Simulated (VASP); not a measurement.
# SiC (F-43m) in VASP: notebook

SiC is run at these levels: PBE, PBEsol; tasks: relaxation of cell and atoms.

All numbers are computed with VASP 6.6.1; they aren't measurements. Logs are shortened: lines on timing, memory, paths and dates and some standing lists are left out, and cuts for length are marked.

## Step 1: The cell of the first run

The structure is cubic, space group F-43m (No. 216). The conventional cell has a = 4.183 Å, b = 4.183 Å, c = 4.183 Å, α = 90.00°, β = 90.00°, γ = 90.00°. Si (site symmetry -43m) has 4 C at 1.81 Å within 2.4 Å. C (site symmetry -43m) has 4 Si at 1.81 Å within 2.4 Å.

## Step 2: Relaxation of cell and atoms, PBE

Input file INCAR:

```
SYSTEM = SiC
PREC     = Accurate       ! precision mode
ENCUT    = 600            ! plane-wave cutoff, eV
EDIFF    = 1E-6           ! SCF threshold, eV
ISMEAR   = -1             ! smearing method
SIGMA    = 0.02           ! smearing width, eV
LREAL    = .FALSE.        ! projectors in reciprocal space
LASPH    = .TRUE.         ! aspherical terms in the spheres
NELM     = 100            ! most SCF steps
ALGO     = Normal         ! electronic algorithm
ISIF     = 3              ! what is computed and relaxed
LWAVE    = .FALSE.        ! write WAVECAR
LCHARG   = .FALSE.        ! write CHGCAR
GGA      = PE             ! functional
IBRION   = 2              ! ionic algorithm
NSW      = 80             ! ionic steps
EDIFFG   = -0.005         ! ionic threshold
```

Input file KPOINTS:

```
Automatic mesh
0
G
  10 10 10
  0 0 0
```

Input file POSCAR:

```
SiC
1.0
    0.0000000000      2.0917400253      2.0917400253
    2.0917400253      0.0000000000      2.0917400253
    2.0917400253      2.0917400253      0.0000000000
Si C
1 1
Direct
    0.0000000000      0.0000000000      0.0000000000
    0.2500000000      0.2500000000      0.2500000000
```

Potentials or basis: VASP PAW PBE potentials, release 64 (Si, C).

The run is started by

```console
cat potpaw_PBE.64/Si/POTCAR potpaw_PBE.64/C/POTCAR > POTCAR
mpirun -np 1 vasp_std > vasp.out
```

OUTCAR:

```text
SYSTEM = SiC
   PREC = Accurate
   ENCUT = 600
   EDIFF = 1E-6
   ISMEAR = -1
   LREAL = .FALSE.
   LASPH = .TRUE.
   NELM = 100
   ISIF = 3
   GGA = PE
   IBRION = 2
   NSW = 80
   EDIFFG = -0.005

 ion  position               nearest neighbor table
   1  0.000  0.000  0.000-   2 1.81   2 1.81   2 1.81   2 1.81
   2  0.250  0.250  0.250-   1 1.81   1 1.81   1 1.81   1 1.81

  LATTYP: Found a face centered cubic cell.
 ALAT       =     4.1834800506

  Lattice vectors:

 A1 = (   0.0000000000,   2.0917400253,   2.0917400253)
 A2 = (   2.0917400253,   0.0000000000,   2.0917400253)
 A3 = (   2.0917400253,   2.0917400253,   0.0000000000)

Analysis of symmetry for initial positions (statically):
=====================================================================
 Subroutine PRICEL returns:
 Original cell was already a primitive cell.

 Routine SETGRP: Setting up the symmetry group for a
 face centered cubic supercell.

 Subroutine GETGRP returns: Found 24 space group operations
 (whereof 24 operations were pure point group operations)
 out of a pool of 48 trial point group operations.

The static configuration has the point symmetry T_d .

Analysis of symmetry for dynamics (positions and initial velocities):
=====================================================================
 Subroutine PRICEL returns:
 Original cell was already a primitive cell.

 Routine SETGRP: Setting up the symmetry group for a
 face centered cubic supercell.

 Subroutine GETGRP returns: Found 24 space group operations
 (whereof 24 operations were pure point group operations)
 out of a pool of 48 trial point group operations.

The dynamic configuration has the point symmetry T_d .

 Subroutine INISYM returns: Found 24 space group operations
 (whereof 24 operations are pure point group operations),
 and found     1 'primitive' translations

----------------------------------------------------------------------------------------

                                     Primitive cell

  volume of cell :      18.3043

  direct lattice vectors                    reciprocal lattice vectors
     0.000000000  2.091740025  2.091740025    -0.239035441  0.239035441  0.239035441
     2.091740025  0.000000000  2.091740025     0.239035441 -0.239035441  0.239035441
     2.091740025  2.091740025  0.000000000     0.239035441  0.239035441 -0.239035441

  length of vectors
     2.958167113  2.958167113  2.958167113     0.414021529  0.414021529  0.414021529

  position of ions in fractional coordinates (direct lattice)
     0.000000000  0.000000000  0.000000000
     0.250000000  0.250000000  0.250000000

  ion indices of the primitive-cell ions
   primitive index   ion index
                 1           1
                 2           2

----------------------------------------------------------------------------------------

 KPOINTS: Automatic mesh

Automatic generation of k-mesh.
 Grid dimensions read from file:
 generate k-points for:   10   10   10

 Generating k-lattice:

  Cartesian coordinates                     Fractional coordinates (reciprocal lattice)
    -0.023903544  0.023903544  0.023903544     0.100000000  0.000000000  0.000000000
     0.023903544 -0.023903544  0.023903544     0.000000000  0.100000000  0.000000000
     0.023903544  0.023903544 -0.023903544     0.000000000  0.000000000  0.100000000

  Length of vectors
     0.041402153  0.041402153  0.041402153

  Shift w.r.t. Gamma in fractional coordinates (k-lattice)
     0.000000000  0.000000000  0.000000000

 Subroutine IBZKPT returns following result:
 ===========================================

 Found     47 irreducible k-points:

 Following reciprocal coordinates:
            Coordinates               Weight
  0.000000  0.000000  0.000000      1.000000
  0.100000  0.000000  0.000000      8.000000
  0.200000  0.000000  0.000000      8.000000
  0.300000  0.000000  0.000000      8.000000
  0.400000  0.000000  0.000000      8.000000
  0.500000  0.000000  0.000000      4.000000
[... 16 lines left out ...]
  0.300000  0.300000  0.000000      6.000000
  0.400000  0.300000  0.000000     24.000000
 [... further k-points ...]
   k-points           NKPTS =     47   k-points in BZ     NKDIM =     47   number of bands    NBANDS=      8
   number of dos      NEDOS =    301   number of ions     NIONS =      2
   total plane-waves  NPLWV =  13824
   dimension x,y,z NGX =    24 NGY =   24 NGZ =   24
   dimension x,y,z NGXF=    48 NGYF=   48 NGZF=   48
   ions per type =               1   1
   NGX,Y,Z   is equivalent  to a cutoff of  13.49, 13.49, 13.49 a.u.
   NGXF,Y,Z  is equivalent  to a cutoff of  26.98, 26.98, 26.98 a.u.
 SYSTEM =  SiC
   PREC   = accura    normal or accurate (medium, high low for compatibility)
   ISTART =      0    job   : 0-new  1-cont  2-samecut
   ICHARG =      2    charge: 1-file 2-atom 10-const
   ISPIN  =      1    spin polarized calculation?
   LNONCOLLINEAR =      F non collinear calculations
   LSORBIT =      F    spin-orbit coupling
   LASPH  =      T    aspherical Exc in radial PAW
   ENCUT  =  600.0 eV  44.10 Ry    6.64 a.u.   5.91  5.91  5.91*2*pi/ulx,y,z
   NELM   =    100;   NELMIN=  2; NELMDL= -5     # of ELM steps
   EDIFF  = 0.1E-05   stopping-criterion for ELM
   LREAL  =      F    real-space projection
   EDIFFG = -.5E-02   stopping-criterion for IOM
   NSW    =     80    number of steps for IOM
   IBRION =      2    ionic relax: 0-MD 1-quasi-New 2-CG
   NFREE  =      1    steps in history (QN), initial steepest desc. (CG)
   ISIF   =      3    stress and relaxation
   ISYM   =      2    0-nonsym 1-usesym 2-fastsym
   POTIM  = 0.5000    time-step for ionic-motion
   TEBEG  =    0.0;   TEEND  =   0.0 temperature during run
   PSTRESS=    0.0 pullay stress
   NELECT =       8.0000    total number of electrons
   NUPDOWN=      -1.0000    fix difference up-down
   EMIN   =  10.00;   EMAX   =-10.00  energy-range for DOS
   EFERMI =   0.00;   METHOD = LEGACY
   ISMEAR =    -1;   SIGMA  =   0.02  broadening in eV -4-tet -1-fermi 0-gaus
   EFERMI_NEDOS =   21; number of points for ismear=-14 and -15
   IALGO  =     38    algorithm
   IMIX   =      4    mixing-type and parameters
     AMIX     =   0.40;   BMIX     =  1.00
     AMIX_MAG =   1.60;   BMIX_MAG =  1.00
  volume/ion in A,a.u.               =       9.15        61.76
  Fermi-wavevector in a.u.,A,eV,Ry     =   1.242378  2.347754 21.000638  1.543503
  Thomas-Fermi vector in A             =   2.376735
   LORBIT       =      0    0 simple, 1 ext, 2 COOP (PROOUT), +10 PAW based schemes
   GGA     = PE    functional components
   LHFCALC =     F    Hartree Fock is set to
   AEXX    =    0.0000 exact exchange contribution
   IVDW    =     0    specifies the selected vdW correction
   LEPSILON=     F    determine dielectric tensor
   LRPA    =     F    only Hartree local field effects (RPA)
 conjugate gradient relaxation of ions
 non-spin polarized calculation
  energy-cutoff  :      600.00
  volume of cell :       18.30
 maximum number of plane-waves:       620
   NGX = 11   NGY = 11   NGZ = 11

--------------------------------------- Ionic step        1  -------------------------------------------

 number of electron       8.0000000 magnetization

 Free energy of the ion-electron system (eV)
  ---------------------------------------------------
  ext. energy  EPLUGINS =         0.00000000
  ---------------------------------------------------
  free energy    TOTEN  =       -14.77573629 eV

  energy without entropy =      -14.77573629  energy(sigma->0) =      -14.77573629

------------------------ aborting loop because EDIFF is reached ----------------------------------------

  FORCE on cell =-STRESS in cart. coord.  units (eV):
  Direction    XX          YY          ZZ          XY          YZ          ZX
  --------------------------------------------------------------------------------------
  -------------------------------------------------------------------------------------
  Total        4.3248211      4.3248211      4.3248211      0.0000000      0.0000000      0.0000000
  in kB      378.5520578    378.5520578    378.5520578      0.0000000      0.0000000      0.0000000
  external PRESSURE =     378.5520578 kB  Pullay stress =       0.0000000 kB
[... 89 lines left out ...]
  FREE ENERGIE OF THE ION-ELECTRON SYSTEM (eV)
  ---------------------------------------------------
  free  energy   TOTEN  =       -15.0597048351 eV

  energy  without entropy=      -15.0597048351  energy(sigma->0) =      -15.05970484

[... ionic steps 4 to 14 ...]

--------------------------------------- Ionic step       15  -------------------------------------------

 number of electron       8.0000001 magnetization

------------------------ aborting loop because EDIFF is reached ----------------------------------------

  FORCE on cell =-STRESS in cart. coord.  units (eV):
  Direction    XX          YY          ZZ          XY          YZ          ZX
  --------------------------------------------------------------------------------------
  -------------------------------------------------------------------------------------
  Total        0.0421352      0.0421352      0.0421352     -0.0000000     -0.0000000      0.0000000
  in kB        3.2202841      3.2202841      3.2202841     -0.0000000     -0.0000000      0.0000000
  external PRESSURE =       3.2202841 kB  Pullay stress =       0.0000000 kB
[... 57 lines left out ...]
  energy  without entropy=      -15.0599198371  energy(sigma->0) =      -15.05991984

--------------------------------------- Ionic step       17  -------------------------------------------

 number of electron       8.0000001 magnetization

 Free energy of the ion-electron system (eV)
  ---------------------------------------------------
  ext. energy  EPLUGINS =         0.00000000
  ---------------------------------------------------
  free energy    TOTEN  =       -15.05993257 eV

  energy without entropy =      -15.05993257  energy(sigma->0) =      -15.05993257

 E-fermi :   8.3060     XC(G=0): -11.2933

 val. band max:        7.9457873417   @ k =   0.0000   0.0000   0.0000
 cond. band min:       9.3160281567   @ k =   0.5000   0.5000   0.0000
 fundamental gap:      1.3702408150
 Fermi energy:         8.3060402360

 k-point     1 :       0.0000    0.0000    0.0000
  band No.  band energies     occupation
      1      -7.3448      2.00000
      2       7.9458      2.00000
      3       7.9458      2.00000
      4       7.9458      2.00000
      5      14.0107      0.00000
      6      15.1537      0.00000
      7      15.1537      0.00000
      8      15.1537      0.00000
[... 243 lines left out ...]
 k-point    24 :       0.4000    0.3000    0.0000
  band No.  band energies     occupation
      1      -4.2419      2.00000
      2       2.3818      2.00000
      3       4.8235      2.00000
      4       5.3439      2.00000
      5      10.8047      0.00000
      6      13.5105      0.00000
      7      19.4134      0.00000
      8      19.7414      0.00000

 [... further k-points ...]
[... 5 lines left out ...]
  --------------------------------------------------------------------------------------
  -------------------------------------------------------------------------------------
  Total        0.0018502      0.0018502      0.0018502      0.0000000      0.0000000     -0.0000000
  in kB        0.1412063      0.1412063      0.1412063      0.0000000      0.0000000     -0.0000000
  external PRESSURE =       0.1412063 kB  Pullay stress =       0.0000000 kB
[... 17 lines left out ...]
  FREE ENERGIE OF THE ION-ELECTRON SYSTEM (eV)
  ---------------------------------------------------
  free  energy   TOTEN  =       -15.0599325653 eV

  energy  without entropy=      -15.0599325652  energy(sigma->0) =      -15.05993257

 reached required accuracy - stopping structural energy minimisation
```

It took 70 s on 1 thread of AMD EPYC 7R13, shared host; peak memory 0.11 GiB.

Results:

| Quantity | Value |
| --- | --- |
| Free energy | -15.0599 eV |
| Relaxed volume | 10.50 Å³/atom |
| Relaxed cell | a = 3.096 Å, b = 3.096 Å, c = 3.096 Å, α = 60.00°, β = 60.00°, γ = 60.00° |
| Space group after relaxing (to 0.05 Å) | F-43m (No. 216) |
| Energy gained by relaxing | 142.1 meV/atom |
| Ionic steps | 17 |
| Pressure after relaxing | 0.0 GPa |
| Band gap on the k mesh | 1.37 eV, indirect (least direct gap 4.53 eV) |

Step by step:
| step | energy change (eV) | largest force (eV/Å) | pressure (GPa) | volume (Å³) |
| --- | --- | --- | --- | --- |
| 1 | 0.0000 | 0.0000 | 37.86 | 18.30 |
| 2 | 0.0382 | 0.0000 | -24.69 | 24.65 |
| 3 | -0.2840 | 0.0000 | -0.84 | 21.08 |
| 4 | -0.2842 | 0.0000 | -0.12 | 21.01 |
| 5 | -0.2841 | 0.0000 | 0.45 | 20.95 |
| 6 | -0.2841 | 0.0000 | 0.44 | 20.95 |
| 7 | -0.2841 | 0.0000 | 0.42 | 20.95 |
| 8 | -0.2841 | 0.0000 | 0.41 | 20.95 |
| 9 | -0.2841 | 0.0000 | 0.41 | 20.95 |
| 10 | -0.2841 | 0.0000 | 0.41 | 20.95 |
| 11 | -0.2841 | 0.0000 | 0.40 | 20.95 |
| 12 | -0.2841 | 0.0000 | 0.40 | 20.95 |
| 13 | -0.2842 | 0.0000 | 0.39 | 20.96 |
| 14 | -0.2842 | 0.0000 | 0.37 | 20.96 |
| 15 | -0.2842 | 0.0000 | 0.32 | 20.96 |
| 16 | -0.2842 | 0.0000 | 0.22 | 20.97 |
| 17 | -0.2842 | 0.0000 | 0.01 | 20.99 |

Final structure:
```xyz
2
Lattice="0.0000 2.1895 2.1895 2.1895 0.0000 2.1895 2.1895 2.1895 0.0000" Properties=species:S:1:pos:R:3 pbc="T T T"
Si    0.0000    0.0000    0.0000
C     1.0948    1.0948    1.0948
```

A k mesh can miss the band edges.

(Part 1 of 2 ends here.)
